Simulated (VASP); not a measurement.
# TiC (I4/mmm) in VASP: further runs

TiC is run at these levels: PBEsol; tasks: single point.

Everything below comes from runs of VASP 6.6.1. Logs are shortened: lines on timing, memory, paths and dates and some standing lists are left out, and cuts for length are marked.

## (1) The cell of the first run

Symmetry: I4/mmm, No. 139, tetragonal system. The conventional cell has a = 3.063 Å, b = 3.063 Å, c = 4.375 Å, α = 90.00°, β = 90.00°, γ = 90.00°. Within 2.9 Å of Ti (site symmetry 4/mmm) lie 6 C at 2.17 to 2.19 Å. Within 2.9 Å of C (site symmetry 4/mmm) lie 6 Ti at 2.17 to 2.19 Å.

## (2) Single point, PBEsol

INCAR

```
PREC = Accurate
ENCUT = 520
EDIFF = 1E-7
ISMEAR = -1
SIGMA = 0.05
LREAL = False
LASPH = True
NELM = 80
ALGO = Normal
ISIF = 2
LWAVE = False
LCHARG = False
GGA = PS
NBANDS = 15
```

KPOINTS

```
regular mesh
0
Gamma
  9 9 9
```

POSCAR

```
TiC
1.0
    0.0000000000      2.1657188437      2.1873760321
    2.1657188437      0.0000000000      2.1873760321
    2.1657188437      2.1657188437      0.0000000000
Ti C
1 1
Direct
    0.0000000000      0.0000000000      0.0000000000
    0.5000000000      0.5000000000      0.5000000000
```

Potentials or basis: VASP PAW PBE potentials, release 64 (Ti_sv, C).

Started as:

```console
$ cat potpaw_PBE.64/Ti_sv/POTCAR potpaw_PBE.64/C/POTCAR > POTCAR
$ mpirun -np 1 vasp_std > vasp.out
```

OUTCAR:

```text
PREC = Accurate
   ENCUT = 520
   EDIFF = 1E-7
   ISMEAR = -1
   LREAL = False
   LASPH = True
   NELM = 80
   ISIF = 2
   GGA = PS

 ion  position               nearest neighbor table
   1  0.000  0.000  0.000-   2 2.17   2 2.17   2 2.17   2 2.17   2 2.19   2 2.19
   2  0.500  0.500  0.500-   1 2.17   1 2.17   1 2.17   1 2.17   1 2.19   1 2.19

  LATTYP: Found a body centered tetragonal cell.
 ALAT       =     3.0627889610
 C/A-ratio  =     1.4283556980

  Lattice vectors:

 A1 = (  -2.1657188437,   0.0000000000,   2.1873760321)
 A2 = (   2.1657188437,   0.0000000000,   2.1873760321)
 A3 = (   0.0000000000,   2.1657188437,  -2.1873760321)

Analysis of symmetry for initial positions (statically):
=====================================================================
 Subroutine PRICEL returns:
 Original cell was already a primitive cell.

 Routine SETGRP: Setting up the symmetry group for a
 body centered tetragonal supercell.

 Subroutine GETGRP returns: Found 16 space group operations
 (whereof 16 operations were pure point group operations)
 out of a pool of 16 trial point group operations.

The static configuration has the point symmetry D_4h.

Analysis of symmetry for dynamics (positions and initial velocities):
=====================================================================
 Subroutine PRICEL returns:
 Original cell was already a primitive cell.

 Routine SETGRP: Setting up the symmetry group for a
 body centered tetragonal supercell.

 Subroutine GETGRP returns: Found 16 space group operations
 (whereof 16 operations were pure point group operations)
 out of a pool of 16 trial point group operations.

The dynamic configuration has the point symmetry D_4h.

 Subroutine INISYM returns: Found 16 space group operations
 (whereof 16 operations are pure point group operations),
 and found     1 'primitive' translations

----------------------------------------------------------------------------------------

                                     Primitive cell

  volume of cell :      20.5191

  direct lattice vectors                    reciprocal lattice vectors
     0.000000000  2.165718844  2.187376032    -0.230870227  0.230870227  0.228584383
     2.165718844  0.000000000  2.187376032     0.230870227 -0.230870227  0.228584383
     2.165718844  2.165718844  0.000000000     0.230870227  0.230870227 -0.228584383

  length of vectors
     3.078141000  3.078141000  3.062788961     0.398563600  0.398563600  0.398563600

  position of ions in fractional coordinates (direct lattice)
[... 8 lines left out ...]
----------------------------------------------------------------------------------------

 KPOINTS: regular mesh

Automatic generation of k-mesh.
 Grid dimensions read from file:
 generate k-points for:    9    9    9

 Generating k-lattice:

  Cartesian coordinates                     Fractional coordinates (reciprocal lattice)
    -0.025652247  0.025652247  0.025398265     0.111111111 -0.000000000  0.000000000
     0.025652247 -0.025652247  0.025398265    -0.000000000  0.111111111  0.000000000
     0.025652247  0.025652247 -0.025398265     0.000000000  0.000000000  0.111111111

  Length of vectors
     0.044284844  0.044284844  0.044284844

  Shift w.r.t. Gamma in fractional coordinates (k-lattice)
     0.000000000  0.000000000  0.000000000

 Subroutine IBZKPT returns following result:
 ===========================================

 Found     75 irreducible k-points:

 Following reciprocal coordinates:
            Coordinates               Weight
  0.000000  0.000000  0.000000      1.000000
  0.111111  0.000000  0.000000      8.000000
  0.222222  0.000000  0.000000      8.000000
  0.333333  0.000000  0.000000      8.000000
  0.444444  0.000000  0.000000      8.000000
  0.111111  0.111111  0.000000      2.000000
[... 16 lines left out ...]
 -0.333333  0.333333  0.000000      4.000000
  0.444444  0.444444  0.000000      2.000000
 [... further k-points ...]
   k-points           NKPTS =     75   k-points in BZ     NKDIM =     75   number of bands    NBANDS=     15
   number of dos      NEDOS =    301   number of ions     NIONS =      2
   total plane-waves  NPLWV =  13824
   dimension x,y,z NGX =    24 NGY =   24 NGZ =   24
   dimension x,y,z NGXF=    48 NGYF=   48 NGZF=   48
   ions per type =               1   1
   NGX,Y,Z   is equivalent  to a cutoff of  12.96, 12.96, 13.03 a.u.
   NGXF,Y,Z  is equivalent  to a cutoff of  25.92, 25.92, 26.05 a.u.
 SYSTEM =  unknown system
   PREC   = accura    normal or accurate (medium, high low for compatibility)
   ISTART =      0    job   : 0-new  1-cont  2-samecut
   ICHARG =      2    charge: 1-file 2-atom 10-const
   ISPIN  =      1    spin polarized calculation?
   LNONCOLLINEAR =      F non collinear calculations
   LSORBIT =      F    spin-orbit coupling
   LASPH  =      T    aspherical Exc in radial PAW
   ENCUT  =  520.0 eV  38.22 Ry    6.18 a.u.   5.72  5.72  5.69*2*pi/ulx,y,z
   NELM   =     80;   NELMIN=  2; NELMDL= -5     # of ELM steps
   EDIFF  = 0.1E-06   stopping-criterion for ELM
   LREAL  =      F    real-space projection
   EDIFFG = 0.1E-05   stopping-criterion for IOM
   NSW    =      0    number of steps for IOM
   IBRION =     -1    ionic relax: 0-MD 1-quasi-New 2-CG
   NFREE  =      0    steps in history (QN), initial steepest desc. (CG)
   ISIF   =      2    stress and relaxation
   ISYM   =      2    0-nonsym 1-usesym 2-fastsym
   POTIM  = 0.5000    time-step for ionic-motion
   TEBEG  =    0.0;   TEEND  =   0.0 temperature during run
   PSTRESS=    0.0 pullay stress
   NELECT =      16.0000    total number of electrons
   NUPDOWN=      -1.0000    fix difference up-down
   EMIN   =  10.00;   EMAX   =-10.00  energy-range for DOS
   EFERMI =   0.00;   METHOD = LEGACY
   ISMEAR =    -1;   SIGMA  =   0.05  broadening in eV -4-tet -1-fermi 0-gaus
   EFERMI_NEDOS =   21; number of points for ismear=-14 and -15
   IALGO  =     38    algorithm
   IMIX   =      4    mixing-type and parameters
     AMIX     =   0.40;   BMIX     =  1.00
     AMIX_MAG =   1.60;   BMIX_MAG =  1.00
  volume/ion in A,a.u.               =      10.26        69.23
  Fermi-wavevector in a.u.,A,eV,Ry     =   1.506823  2.847483 30.892247  2.270516
  Thomas-Fermi vector in A             =   2.617490
   LORBIT       =      0    0 simple, 1 ext, 2 COOP (PROOUT), +10 PAW based schemes
   GGA     = PS    functional components
   LHFCALC =     F    Hartree Fock is set to
   AEXX    =    0.0000 exact exchange contribution
   IVDW    =     0    specifies the selected vdW correction
   LEPSILON=     F    determine dielectric tensor
   LRPA    =     F    only Hartree local field effects (RPA)
 non-spin polarized calculation
  energy-cutoff  :      520.00
  volume of cell :       20.52
 maximum number of plane-waves:       568
   NGX = 11   NGY = 11   NGZ = 11

 number of electron      15.9999998 magnetization

 Free energy of the ion-electron system (eV)
  ---------------------------------------------------
  ext. energy  EPLUGINS =         0.00000000
  ---------------------------------------------------
  free energy    TOTEN  =       -19.78031508 eV

  energy without entropy =      -19.77769979  energy(sigma->0) =      -19.77900744

 E-fermi :   9.1716     XC(G=0): -12.8083

 val. band max:        9.1536952512   @ k =   0.4444   0.4444   0.0000
 cond. band min:       9.2156060055   @ k =   0.1111   0.0000   0.1111
 fundamental gap:      0.0619107543
 Fermi energy:         9.1716316191

 k-point     1 :       0.0000    0.0000    0.0000
  band No.  band energies     occupation
      1     -47.1757      2.00000
      2     -23.3171      2.00000
      3     -23.3024      2.00000
      4     -23.3024      2.00000
      5      -3.1344      2.00000
      6       9.7961      0.00001
      7       9.8684      0.00000
      8       9.8684      0.00000
      9      10.8490      0.00000
     10      10.8552      0.00000
     11      10.8911      0.00000
     12      10.8911      0.00000
     13      10.9257      0.00000
     14      19.5190      0.00000
     15      23.0724      0.00000

 k-point     2 :       0.1111    0.0000    0.0000
  band No.  band energies     occupation
      1     -47.1674      2.00000
      2     -23.3673      2.00000
      3     -23.3175      2.00000
      4     -23.3076      2.00000
      5      -2.8592      2.00000
      6       8.7600      1.99947
      7       9.0629      1.79602
      8       9.1097      1.55067
      9      10.2107      0.00000
     10      10.2355      0.00000
     11      11.3508      0.00000
     12      12.6637      0.00000
     13      12.7371      0.00000
     14      19.9753      0.00000
     15      23.1383      0.00000

 k-point     3 :       0.2222    0.0000    0.0000
  band No.  band energies     occupation
      1     -47.1462      2.00000
      2     -23.5139      2.00000
      3     -23.3334      2.00000
      4     -23.3206      2.00000
      5      -2.0865      2.00000
      6       6.9356      2.00000
      7       7.7686      2.00000
      8       7.8003      2.00000
      9      10.7388      0.00000
     10      10.7482      0.00000
     11      11.8485      0.00000
     12      14.5105      0.00000
     13      14.6074      0.00000
     14      20.3296      0.00000
     15      23.2194      0.00000
[... 343 lines left out ...]
 k-point    23 :      -0.3333    0.3333    0.0000
  band No.  band energies     occupation
      1     -47.0870      2.00000
      2     -23.6263      2.00000
      3     -23.6188      2.00000
      4     -23.3962      2.00000
      5      -0.0836      2.00000
      6       5.0058      2.00000
      7       5.8929      2.00000
      8       6.9987      2.00000
      9      11.4240      0.00000
     10      12.0085      0.00000
     11      13.1261      0.00000
     12      14.3614      0.00000
     13      15.8002      0.00000
     14      21.2450      0.00000
     15      22.6158      0.00000

 k-point    24 :       0.4444    0.4444    0.0000
  band No.  band energies     occupation
      1     -47.0852      2.00000
      2     -23.7320      2.00000
      3     -23.4583      2.00000
      4     -23.4583      2.00000
      5      -0.8624      2.00000
      6       5.5787      2.00000
      7       7.6082      2.00000
      8       9.1537      1.17747
      9       9.1537      1.17746
     10      11.8486      0.00000
     11      12.7195      0.00000
     12      12.7195      0.00000
     13      15.0411      0.00000
     14      20.8537      0.00000
     15      23.9933      0.00000

 [... further k-points ...]
[... 5 lines left out ...]
  --------------------------------------------------------------------------------------
  -------------------------------------------------------------------------------------
  Total       -0.9654661     -0.9654661     -1.4182858      0.0000000      0.0000000      0.0000000
  in kB      -75.3858789    -75.3858789   -110.7431197      0.0000000      0.0000000      0.0000000
  external PRESSURE =     -87.1716258 kB  Pullay stress =       0.0000000 kB

 VOLUME and BASIS-vectors are now :
 -----------------------------------------------------------------------------
  energy-cutoff  :      520.00
  volume of cell :       20.52
      direct lattice vectors                 reciprocal lattice vectors
     0.000000000  2.165718844  2.187376032    -0.230870227  0.230870227  0.228584383
     2.165718844  0.000000000  2.187376032     0.230870227 -0.230870227  0.228584383
     2.165718844  2.165718844  0.000000000     0.230870227  0.230870227 -0.228584383

 POSITION                                       TOTAL-FORCE (eV/Angst)
 -----------------------------------------------------------------------------------
      0.00000      0.00000      0.00000        -0.000000      0.000000     -0.000000
      2.16572      2.16572      2.18738         0.000000     -0.000000      0.000000
 -----------------------------------------------------------------------------------
    total drift:                                0.000000     -0.000000     -0.000000

  FREE ENERGIE OF THE ION-ELECTRON SYSTEM (eV)
  ---------------------------------------------------
  free  energy   TOTEN  =       -19.7803150812 eV

  energy  without entropy=      -19.7776997913  energy(sigma->0) =      -19.77900744
```

Run time: 9.6 s. Hardware: 1 thread of Intel Xeon 6975P-C (Granite Rapids), shared host; peak memory 0.15 GiB.

What came out:

```yaml
Free_energy: -19.7803 eV
Pressure: -8.7 GPa
Band_gap_on_the_k_mesh: zero (band 8 reaches 9.87 eV, above the bottom of band 9 at 8.78 eV)
```

Levels at points of the mesh, in eV from the Fermi level:
```csv
k point,band 5,band 6,band 7,band 8,band 9,band 10,band 11,band 12
"(0.00, 0.00, 0.00)",-12.31,0.62,0.70,0.70,1.68,1.68,1.72,1.72
```

Caveat: the PAW data sets were made with another functional, which shifts forces and pressure a little.

## (3) Single point, PBEsol

This run uses another cell than the first one, of 10.36 Å³/atom, 1.010 times its volume.

INCAR

```
SYSTEM = TiC
PREC = Accurate ; ENCUT = 520
EDIFF = 1E-7 ; ISMEAR = -1
SIGMA = 0.05 ; LREAL = .False.
LASPH = .True. ; NELM = 100
ALGO = Normal ; ISIF = 2
LWAVE = .False. ; LCHARG = .False.
GGA = PS ; NBANDS = 15
```

KPOINTS

```
regular mesh
0
Gamma
  9 9 9
  0 0 0
```

POSCAR

```
TiC
1.0
    0.0000000000      2.1657188437      2.2090332206
    2.1657188437      0.0000000000      2.2090332206
    2.1657188437      2.1657188437      0.0000000000
Ti C
1 1
Direct
    0.0000000000      0.0000000000      0.0000000000
    0.5000000000      0.5000000000      0.5000000000
```

Potentials or basis: VASP PAW PBE potentials, release 64 (Ti_sv, C).

Started as:

```console
$ cat potpaw_PBE.64/Ti_sv/POTCAR potpaw_PBE.64/C/POTCAR > POTCAR
$ mpirun -np 1 vasp_std > vasp.out
```

Run time: 9.1 s. Hardware: 1 thread of Intel Xeon 6975P-C (Granite Rapids), shared host; peak memory 0.15 GiB.

Results (log left out):

```
Free energy            : -19.7637 eV
Pressure               : -10.8 GPa
Band gap on the k mesh : zero (band 8 reaches 9.78 eV, above the bottom of band 9 at 8.68 eV)
```

Stress tensor (GPa, compression positive):
```
 -8.61   0.00   0.00
  0.00  -8.61   0.00
  0.00   0.00 -15.22
```

Levels at points of the mesh, in eV from the Fermi level:
| k point | band 6 | band 7 | band 8 | band 9 | band 10 | band 11 |
| --- | --- | --- | --- | --- | --- | --- |
| (0.00, 0.00, 0.00) | 0.57 | 0.71 | 0.71 | 1.61 | 1.65 | 1.71 |

Caveat: the PAW data sets were made with another functional, which shifts forces and pressure a little.

## (4) Single point, PBEsol

This run uses another cell than the first one, of 10.56 Å³/atom, 1.030 times its volume.

INCAR

```
PREC = Accurate
ENCUT = 520
EDIFF = 1E-6
ISMEAR = -1
SIGMA = 0.05
LREAL = False
LASPH = True
NELM = 60
ALGO = Normal
ISIF = 2
LWAVE = False
LCHARG = True
GGA = PS
LELF = True
LVHAR = True
NBANDS = 15
```

KPOINTS

```
Automatic mesh
0
Gamma
  9 9 9
```

POSCAR

```
TiC
1.0
    0.0000000000      2.1657188437      2.2523475974
    2.1657188437      0.0000000000      2.2523475974
    2.1657188437      2.1657188437      0.0000000000
Ti C
1 1
Direct
    0.0000000000      0.0000000000      0.0000000000
    0.5000000000      0.5000000000      0.5000000000
```

Started as:

```console
$ cat potpaw_PBE.64/Ti_sv/POTCAR potpaw_PBE.64/C/POTCAR > POTCAR
$ mpirun -np 1 vasp_std > vasp.out
```

Wall time 9 s (1 thread of Intel Xeon 6975P-C (Granite Rapids), shared host); peak memory 0.15 GiB.

The run converged. Its results:

* Free energy: -19.7162 eV
* Pressure: -14.5 GPa
* Band gap on the k mesh: zero (band 8 reaches 9.59 eV, above the bottom of band 9 at 8.40 eV)

Stress tensor (GPa, compression positive):
```
-10.60   0.00   0.00
  0.00 -10.60   0.00
  0.00   0.00 -22.16
```

Levels at points of the mesh, in eV from the Fermi level:
```csv
k point,band 5,band 6,band 7,band 8,band 9,band 10,band 11,band 12
"(0.00, 0.00, 0.00)",-12.19,0.47,0.74,0.74,1.46,1.57,1.69,1.69
```

Caveat: the PAW data sets were made with another functional, which shifts forces and pressure a little.

## (5) Summary

```tsv
cell	gap on the mesh (eV)	pressure (GPa)
a = 3.078, b = 3.078, c = 3.063 Å, angles 60.2, 60.2, 59.7°, 2 atoms	none	-8.7
a = 3.094, b = 3.094, c = 3.063 Å, angles 60.3, 60.3, 59.3°, 2 atoms	none	-10.8
a = 3.125, b = 3.125, c = 3.063 Å, angles 60.7, 60.7, 58.7°, 2 atoms	none	-14.5
```

Alike in all rows: task single point; level PBEsol; potentials or basis VASP PAW PBE potentials, release 64 (Ti_sv, C); no spin polarisation; k mesh 9 × 9 × 9; cutoff (eV) 520; smearing fermi-dirac 0.05 eV.

Caveats: the PAW data sets were made with another functional, which shifts forces and pressure a little.

Absolute energies hang on the potentials; compare differences alone.
